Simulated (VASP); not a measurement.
# Cd3SeS2 (P-4m2) in VASP: notebook

The runs below take Cd3SeS2 through single point, with PBE.

Program: VASP 6.6.1. These are calculated values, not measurements. Logs are shortened: lines on timing, memory, paths and dates and some standing lists are left out, and cuts for length are marked.

**1. The cell of the first run**

It takes space group P-4m2 (No. 115, tetragonal). The conventional cell has a = 4.176 Å, b = 4.176 Å, c = 10.790 Å, α = 90.00°, β = 90.00°, γ = 90.00°. Cd (site symmetry -4m2) has 4 S at 2.60 Å and 4 Cd at 2.95 Å within 3.4 Å. Within 3.4 Å of Cd (site symmetry -4m2) lie 4 S at 2.60 Å and 4 Cd at 2.95 Å. Within 3.9 Å of Cd (site symmetry -4m2) lie 4 Se at 2.95 Å. Within 3.9 Å of Se (site symmetry -4m2) lie 4 Cd at 2.95 Å. S (site symmetry 2mm) has 4 Cd at 2.60 Å within 3.4 Å.

**2. Single point, PBE**

INCAR

```
SYSTEM = Cd3SeS2
PREC = Accurate ; ENCUT = 520
EDIFF = 1E-6 ; ISMEAR = 0
SIGMA = 0.1 ; LREAL = .False.
LASPH = .True. ; NELM = 80
ALGO = Normal ; ISIF = 2
LWAVE = .False. ; LCHARG = .False.
GGA = PE ; NBANDS = 36
```

KPOINTS

```
regular mesh
0
Gamma
  4 4 4
  0 0 0
```

POSCAR

```
Cd3SeS2
1.0
    4.1755188371      0.0000000000      0.0000000000
    0.0000000000      4.1755188371      0.0000000000
    0.0000000000      0.0000000000     10.7895166810
Cd Se S
3 1 2
Direct
    0.5000000000      0.5000000000      0.0000000000
    0.0000000000      0.0000000000      0.0000000000
    0.5000000000      0.5000000000      0.5000000000
    0.0000000000      0.0000000000      0.5000000000
    0.0000000000      0.5000000000      0.1436590985
    0.5000000000      0.0000000000      0.8563409015
```

Potentials or basis: VASP PAW PBE potentials, release 64 (Cd, Se, S).

Command:

```sh
> cat potpaw_PBE.64/Cd/POTCAR potpaw_PBE.64/Se/POTCAR potpaw_PBE.64/S/POTCAR > POTCAR
> mpirun -np 1 vasp_std > vasp.out
```

OUTCAR:

```text
SYSTEM = Cd3SeS2
   PREC = Accurate
   ENCUT = 520
   EDIFF = 1E-6
   ISMEAR = 0
   LREAL = .False.
   LASPH = .True.
   NELM = 80
   ISIF = 2
   GGA = PE

 ion  position               nearest neighbor table
   1  0.500  0.500  0.000-   5 2.60   6 2.60   6 2.60   5 2.60   2 2.95   2 2.95   2 2.95   2 2.95

   2  0.000  0.000  0.000-   5 2.60   6 2.60   5 2.60   6 2.60   1 2.95   1 2.95   1 2.95   1 2.95

   3  0.500  0.500  0.500-   4 2.95   4 2.95   4 2.95   4 2.95
   4  0.000  0.000  0.500-   3 2.95   3 2.95   3 2.95   3 2.95
   5  0.000  0.500  0.144-   1 2.60   2 2.60   2 2.60   1 2.60
   6  0.500  0.000  0.856-   1 2.60   2 2.60   1 2.60   2 2.60

  LATTYP: Found a simple tetragonal cell.
 ALAT       =     4.1755188371
 C/A-ratio  =     2.5839942536

  Lattice vectors:

 A1 = (   4.1755188371,   0.0000000000,   0.0000000000)
 A2 = (   0.0000000000,   4.1755188371,   0.0000000000)
 A3 = (   0.0000000000,   0.0000000000,  10.7895166810)

Analysis of symmetry for initial positions (statically):
=====================================================================
 Subroutine PRICEL returns:
 Original cell was already a primitive cell.

 Routine SETGRP: Setting up the symmetry group for a
 simple tetragonal supercell.

 Subroutine GETGRP returns: Found  8 space group operations
 (whereof  8 operations were pure point group operations)
 out of a pool of 16 trial point group operations.

The static configuration has the point symmetry D_2d.

Analysis of symmetry for dynamics (positions and initial velocities):
=====================================================================
 Subroutine PRICEL returns:
 Original cell was already a primitive cell.

 Routine SETGRP: Setting up the symmetry group for a
 simple tetragonal supercell.

 Subroutine GETGRP returns: Found  8 space group operations
 (whereof  8 operations were pure point group operations)
 out of a pool of 16 trial point group operations.

The dynamic configuration has the point symmetry D_2d.

 Subroutine INISYM returns: Found  8 space group operations
 (whereof  8 operations are pure point group operations),
 and found     1 'primitive' translations

----------------------------------------------------------------------------------------

                                     Primitive cell

  volume of cell :     188.1148

  direct lattice vectors                    reciprocal lattice vectors
     4.175518837  0.000000000  0.000000000     0.239491196  0.000000000  0.000000000
     0.000000000  4.175518837  0.000000000     0.000000000  0.239491196  0.000000000
     0.000000000  0.000000000 10.789516681     0.000000000  0.000000000  0.092682557

  length of vectors
     4.175518837  4.175518837 10.789516681     0.239491196  0.239491196  0.092682557

  position of ions in fractional coordinates (direct lattice)
     0.500000000  0.500000000  0.000000000
     0.000000000  0.000000000  0.000000000
     0.500000000  0.500000000  0.500000000
     0.000000000  0.000000000  0.500000000
     0.000000000  0.500000000  0.143659099
     0.500000000  0.000000000  0.856340901

  ion indices of the primitive-cell ions
   primitive index   ion index
                 1           1
                 2           2
                 3           3
                 4           4
                 5           5
                 6           6

----------------------------------------------------------------------------------------

 KPOINTS: regular mesh

Automatic generation of k-mesh.
 Grid dimensions read from file:
 generate k-points for:    4    4    4

 Generating k-lattice:

  Cartesian coordinates                     Fractional coordinates (reciprocal lattice)
     0.059872799  0.000000000  0.000000000     0.250000000  0.000000000  0.000000000
     0.000000000  0.059872799  0.000000000     0.000000000  0.250000000  0.000000000
     0.000000000  0.000000000  0.023170639     0.000000000  0.000000000  0.250000000

  Length of vectors
     0.059872799  0.059872799  0.023170639

  Shift w.r.t. Gamma in fractional coordinates (k-lattice)
     0.000000000  0.000000000  0.000000000

 Subroutine IBZKPT returns following result:
 ===========================================

 Found     18 irreducible k-points:

 Following reciprocal coordinates:
            Coordinates               Weight
  0.000000  0.000000  0.000000      1.000000
  0.250000  0.000000  0.000000      4.000000
  0.500000  0.000000  0.000000      2.000000
  0.250000  0.250000  0.000000      4.000000
  0.500000  0.250000  0.000000      4.000000
  0.500000  0.500000  0.000000      1.000000
[... 10 lines left out ...]
  0.500000  0.250000  0.500000      4.000000
  0.500000  0.500000  0.500000      1.000000
   k-points           NKPTS =     18   k-points in BZ     NKDIM =     18   number of bands    NBANDS=     36
   number of dos      NEDOS =    301   number of ions     NIONS =      6
   total plane-waves  NPLWV =  81920
   dimension x,y,z NGX =    32 NGY =   32 NGZ =   80
   dimension x,y,z NGXF=    64 NGYF=   64 NGZF=  160
   ions per type =               3   1   2
   NGX,Y,Z   is equivalent  to a cutoff of  12.74, 12.74, 12.33 a.u.
   NGXF,Y,Z  is equivalent  to a cutoff of  25.48, 25.48, 24.65 a.u.
 SYSTEM =  Cd3SeS2
   PREC   = accura    normal or accurate (medium, high low for compatibility)
   ISTART =      0    job   : 0-new  1-cont  2-samecut
   ICHARG =      2    charge: 1-file 2-atom 10-const
   ISPIN  =      1    spin polarized calculation?
   LNONCOLLINEAR =      F non collinear calculations
   LSORBIT =      F    spin-orbit coupling
   LASPH  =      T    aspherical Exc in radial PAW
   ENCUT  =  520.0 eV  38.22 Ry    6.18 a.u.   7.76  7.76 20.06*2*pi/ulx,y,z
   NELM   =     80;   NELMIN=  2; NELMDL= -5     # of ELM steps
   EDIFF  = 0.1E-05   stopping-criterion for ELM
   LREAL  =      F    real-space projection
   EDIFFG = 0.1E-04   stopping-criterion for IOM
   NSW    =      0    number of steps for IOM
   IBRION =     -1    ionic relax: 0-MD 1-quasi-New 2-CG
   NFREE  =      0    steps in history (QN), initial steepest desc. (CG)
   ISIF   =      2    stress and relaxation
   ISYM   =      2    0-nonsym 1-usesym 2-fastsym
   POTIM  = 0.5000    time-step for ionic-motion
   TEBEG  =    0.0;   TEEND  =   0.0 temperature during run
   PSTRESS=    0.0 pullay stress
   NELECT =      54.0000    total number of electrons
   NUPDOWN=      -1.0000    fix difference up-down
   EMIN   =  10.00;   EMAX   =-10.00  energy-range for DOS
   EFERMI =   0.00;   METHOD = LEGACY
   ISMEAR =     0;   SIGMA  =   0.10  broadening in eV -4-tet -1-fermi 0-gaus
   EFERMI_NEDOS =   21; number of points for ismear=-14 and -15
   IALGO  =     38    algorithm
   IMIX   =      4    mixing-type and parameters
     AMIX     =   0.40;   BMIX     =  1.00
     AMIX_MAG =   1.60;   BMIX_MAG =  1.00
  volume/ion in A,a.u.               =      31.35       211.58
  Fermi-wavevector in a.u.,A,eV,Ry     =   1.079937  2.040785 15.867987  1.166264
  Thomas-Fermi vector in A             =   2.215915
   LORBIT       =      0    0 simple, 1 ext, 2 COOP (PROOUT), +10 PAW based schemes
   GGA     = PE    functional components
   LHFCALC =     F    Hartree Fock is set to
   AEXX    =    0.0000 exact exchange contribution
   IVDW    =     0    specifies the selected vdW correction
   LEPSILON=     F    determine dielectric tensor
   LRPA    =     F    only Hartree local field effects (RPA)
 non-spin polarized calculation
 Gauss-broadening in eV      SIGMA  =   0.10
  energy-cutoff  :      520.00
  volume of cell :      188.11
 maximum number of plane-waves:      5084
 NGX is ok and might be reduce to    32
   NGX = 15   NGY = 15   NGZ = 41

 number of electron      54.0000002 magnetization

 Free energy of the ion-electron system (eV)
  ---------------------------------------------------
  ext. energy  EPLUGINS =         0.00000000
  ---------------------------------------------------
  free energy    TOTEN  =       -15.36948563 eV

  energy without entropy =      -15.36744361  energy(sigma->0) =      -15.36846462

 E-fermi :   0.3562     XC(G=0):  -8.0687

 val. band max:        0.2490392603   @ k =   0.5000   0.5000   0.0000
 cond. band min:       0.4945168281   @ k =   0.5000   0.0000   0.5000
 fundamental gap:      0.2454775677
 Fermi energy:         0.3562024825

 k-point     1 :       0.0000    0.0000    0.0000
  band No.  band energies     occupation
      1     -12.6159      2.00000
      2     -12.2277      2.00000
      3     -11.3219      2.00000
      4      -9.0441      2.00000
      5      -8.6321      2.00000
      6      -8.5861      2.00000
[... 28 lines left out ...]
     35       6.0831      0.00000
     36       7.3061      0.00000

 k-point     2 :       0.2500    0.0000    0.0000
  band No.  band energies     occupation
      1     -12.4670      2.00000
      2     -12.1988      2.00000
      3     -11.1488      2.00000
      4      -8.8578      2.00000
      5      -8.4873      2.00000
      6      -8.4738      2.00000
[... 28 lines left out ...]
     35       6.4888      0.00000
     36       6.7720      0.00000

 k-point     3 :       0.5000    0.0000    0.0000
  band No.  band energies     occupation
      1     -12.2430      2.00000
      2     -12.2422      2.00000
      3     -10.9523      2.00000
      4      -8.3712      2.00000
      5      -8.3690      2.00000
      6      -8.2335      2.00000
[... 28 lines left out ...]
     35       6.1786      0.00000
     36       6.6134      0.00000
[... 508 lines left out ...]
 k-point    17 :       0.5000    0.2500    0.5000
  band No.  band energies     occupation
      1     -12.1803      2.00000
      2     -12.1799      2.00000
      3     -10.9734      2.00000
      4      -8.6301      2.00000
      5      -8.6233      2.00000
      6      -8.2698      2.00000
[... 28 lines left out ...]
     35       7.5461      0.00000
     36       7.5526      0.00000

 k-point    18 :       0.5000    0.5000    0.5000
  band No.  band energies     occupation
      1     -12.1182      2.00000
      2     -12.1182      2.00000
      3     -10.9936      2.00000
      4      -8.7954      2.00000
      5      -8.7879      2.00000
      6      -8.1879      2.00000
[... 28 lines left out ...]
     35       7.6260      0.00000
     36       8.2341      0.00000

------------------------ aborting loop because EDIFF is reached ----------------------------------------

  FORCE on cell =-STRESS in cart. coord.  units (eV):
  Direction    XX          YY          ZZ          XY          YZ          ZX
  --------------------------------------------------------------------------------------
  -------------------------------------------------------------------------------------
  Total        0.2540738      0.2540738      0.2678446      0.0000000      0.0000000     -0.0000000
  in kB        2.1639516      2.1639516      2.2812376      0.0000000      0.0000000     -0.0000000
  external PRESSURE =       2.2030469 kB  Pullay stress =       0.0000000 kB

 VOLUME and BASIS-vectors are now :
 -----------------------------------------------------------------------------
  energy-cutoff  :      520.00
  volume of cell :      188.11
      direct lattice vectors                 reciprocal lattice vectors
     4.175518837  0.000000000  0.000000000     0.239491196  0.000000000  0.000000000
     0.000000000  4.175518837  0.000000000     0.000000000  0.239491196  0.000000000
     0.000000000  0.000000000 10.789516681     0.000000000  0.000000000  0.092682557

 POSITION                                       TOTAL-FORCE (eV/Angst)
 -----------------------------------------------------------------------------------
      2.08776      2.08776      0.00000         0.000000      0.000000      0.000000
      0.00000      0.00000      0.00000        -0.000000      0.000000      0.000000
      2.08776      2.08776      5.39476         0.000000     -0.000000      0.000000
      0.00000      0.00000      5.39476         0.000000      0.000000      0.000000
      0.00000      2.08776      1.55001         0.000000      0.000000      0.075733
      2.08776      0.00000      9.23950         0.000000      0.000000     -0.075733
 -----------------------------------------------------------------------------------
    total drift:                                0.000000     -0.000000      0.000000

  FREE ENERGIE OF THE ION-ELECTRON SYSTEM (eV)
  ---------------------------------------------------
  free  energy   TOTEN  =       -15.3694856311 eV

  energy  without entropy=      -15.3674436130  energy(sigma->0) =      -15.36846462
```

Wall time 57 s (1 thread of Intel Xeon 6975P-C (Granite Rapids), shared host); peak memory 0.32 GiB.

What came out:

```
Free energy            : -15.3695 eV
Pressure               : 0.2 GPa
Largest force          : 0.076 eV/Å
Band gap on the k mesh : zero (band 27 reaches 0.49 eV, above the bottom of band 28 at -0.12 eV)
```

Forces on the atoms (eV/Å):
```
Cd   0.000  0.000  0.000
Cd   0.000  0.000  0.000
Cd   0.000  0.000  0.000
Se   0.000  0.000  0.000
S    0.000  0.000  0.076
S    0.000  0.000 -0.076
```

Caveat: the k points lie up to 0.38 Å⁻¹ apart.

**3. Single point, PBE**

This run uses another cell than the first one, of 27.98 Å³/atom, 0.892 times its volume.

INCAR

```
SYSTEM = Cd3SeS2
PREC = Accurate
ENCUT = 520
EDIFF = 1E-7
ISMEAR = 0
SIGMA = 0.1
LREAL = .False.
LASPH = .True.
NELM = 100
ALGO = Normal
ISIF = 2
LWAVE = .False.
LCHARG = .False.
GGA = PE
NBANDS = 36
```

KPOINTS

```
Automatic mesh
0
Gamma
  4 4 4
  0 0 0
```

POSCAR

```
Cd3SeS2
1.0
    4.9034030300      0.0000000000      0.0000000000
    0.0000000000      4.9034030300      0.0000000000
    0.0000000000      0.0000000000      6.9828108900
Cd Se S
3 1 2
Direct
    0.5000000000      0.5000000000      0.0000000000
    0.0000000000      0.0000000000      0.0000000000
    0.5000000000      0.5000000000      0.5000000000
    0.0000000000      0.0000000000      0.5000000000
    0.0000000000      0.5000000000      0.2679100000
    0.5000000000      0.0000000000      0.7320900000
```

Potentials or basis: VASP PAW PBE potentials, release 64 (Cd, Se, S).

Command:

```sh
> cat potpaw_PBE.64/Cd/POTCAR potpaw_PBE.64/Se/POTCAR potpaw_PBE.64/S/POTCAR > POTCAR
> mpirun -np 1 vasp_std > vasp.out
```

It took 48 s on 1 thread of Intel Xeon 6975P-C (Granite Rapids), shared host; peak memory 0.29 GiB.

It converged, with:

| Property | Result |
| --- | --- |
| Free energy | -12.2941 eV |
| Pressure | -4.4 GPa |
| Largest force | 0.813 eV/Å |
| Band gap on the k mesh | zero (band 27 reaches 2.15 eV, above the bottom of band 28 at 1.65 eV) |

Forces on the atoms (eV/Å):
```
Cd   0.000  0.000  0.000
Cd   0.000  0.000  0.000
Cd   0.000  0.000  0.000
Se   0.000  0.000  0.000
S    0.000  0.000 -0.813
S    0.000  0.000  0.813
```

Stress tensor (GPa, compression positive):
```
-4.67  0.00  0.00
 0.00 -4.67  0.00
 0.00  0.00 -3.89
```

Levels at points of the mesh, in eV from the Fermi level:
```tsv
k point	band 23	band 24	band 25	band 26	band 27	band 28	band 29	band 30	band 31	band 32
(0.00, 0.00, 0.00)	-2.52	-2.45	-2.45	-1.79	-0.22	-0.22	0.55	1.25	2.05	3.31
(0.50, 0.00, 0.00)	-2.96	-2.75	-1.23	-0.69	-0.06	0.16	0.67	0.87	3.13	3.59
(0.50, 0.50, 0.00)	-3.49	-3.39	-1.02	-1.02	-0.92	0.81	0.83	1.95	2.32	2.32
(0.00, 0.00, 0.50)	-2.82	-2.82	-2.14	-0.57	-0.38	0.04	0.04	1.15	3.00	3.03
(0.50, 0.00, 0.50)	-2.87	-2.71	-2.25	-0.25	-0.24	0.22	0.25	1.79	3.00	3.67
(0.50, 0.50, 0.50)	-4.07	-2.20	-0.42	-0.42	-0.32	0.50	1.20	1.22	1.87	1.87
```
